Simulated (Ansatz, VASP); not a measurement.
**SrO: VASP beside Ansatz**

Contents of INCAR:

```
  PREC = Accurate
  ENCUT = 520
  EDIFF = 1E-6
  ISMEAR = 0
  SIGMA = 0.05
  LREAL = False
  LASPH = True
  NELM = 80
  ALGO = Normal
  ISIF = 2
  LWAVE = False
  LCHARG = False
  GGA = PE
  NBANDS = 15
```

KPOINTS

```
regular mesh
0
Gamma
  8 8 8
```

The input POSCAR:

```
SrO
1.0
    0.0000000000      2.5698000000      2.5698000000
    2.5698000000      0.0000000000      2.5698000000
    2.5698000000      2.5698000000      0.0000000000
Sr O
1 1
Direct
   -0.0729628765     -0.0729628765      0.0729628765
    0.5000000000      0.5000000000      0.5000000000
```

Input for Ansatz:

```yaml
crystal:
  lattice:
    - [0.0, 2.5698, 2.5698]
    - [2.5698, 0.0, 2.5698]
    - [2.5698, 2.5698, 0.0]
  atoms:
    - { symbol: Sr, position: [-0.0729628765, -0.0729628765, 0.0729628765] }
    - { symbol: O, position: [0.5, 0.5, 0.5] }
basis:
  ecutwfc: 420
kpoints:
  mp_grid: { grid: [8, 8, 8] }
hamiltonian:
  xc: pbe
scf:
  occupations: { method: gaussian, width: 0.05 }
output:
  forces: true
  stress: true
  eigenvalues: true
```

Change from the starting cell: all Sr atoms moved +0.375 Å, as atom 1 towards its neighbour atom 2 (O) at 2.570 Å.

Alike in both runs: task single point; functional PBE; k mesh 8 × 8 × 8; occupations gaussian, width 0.05 eV; no spin polarisation.

|  | VASP | Ansatz |
| --- | --- | --- |
| version | VASP 6.6.1 | Ansatz 0.2.0 |
| potentials or method | VASP PAW PBE potentials, release 64 (Sr_sv, O), cutoff 520 eV | scalar-relativistic, plane waves, PAW |
| valence electrons in the cell | 16 | 16 |

```csv
,VASP,Ansatz,Ansatz less VASP
gap on the k mesh at the Fermi level (eV),3.34,3.38,+0.039
least direct gap on the mesh (eV),3.46,3.49,+0.036
pressure (GPa),8.3,7.5,-0.80
"traceless stress, the component that is largest in VASP (GPa)",11.67,11.00,-0.665
rms of the force components (eV/Å),1.049,0.987,-0.0611
```

Atom by atom the forces differ by 0.061 eV/Å (rms over components).
